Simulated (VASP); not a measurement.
Here is a VASP 6.6.1 calculation.

File INCAR:

```
SYSTEM = Sc
PREC = Accurate
ENCUT = 520
EDIFF = 1E-6
ISMEAR = 0
SIGMA = 0.05
LREAL = .False.
LASPH = .True.
NELM = 100
ALGO = Normal
ISIF = 2
LWAVE = .False.
LCHARG = .True.
GGA = CA
LELF = .True.
LVHAR = .True.
NBANDS = 12
```

File KPOINTS:

```
regular mesh
0
Gamma
  12 12 12
  0 0 0
```

Contents of POSCAR:

```
Sc
1.0
   -1.8790000000      1.8790000000      2.3805000000
    1.8790000000     -1.8790000000      2.3805000000
    1.8790000000      1.8790000000     -2.3805000000
Sc
1
Direct
    0.0000000000      0.0000000000      0.0000000000
```

Potentials or basis: VASP PAW LDA potentials, release 64 (Sc_sv).

Launch:

```sh
$ cat potpaw_LDA.64/Sc_sv/POTCAR > POTCAR
$ mpirun -np 1 vasp_std > vasp.out
```

Problem. Predict the pressure.

Solution. -12.0 GPa.

Problem. Estimate the band gap on the k mesh.

Solution. Zero (an odd number of electrons rules out a gap without spin polarisation).

Stress tensor (GPa, compression positive):
```
-12.60   0.00   0.00
  0.00 -12.60   0.00
  0.00   0.00 -10.90
```

Caveat: the cell stands under tension.
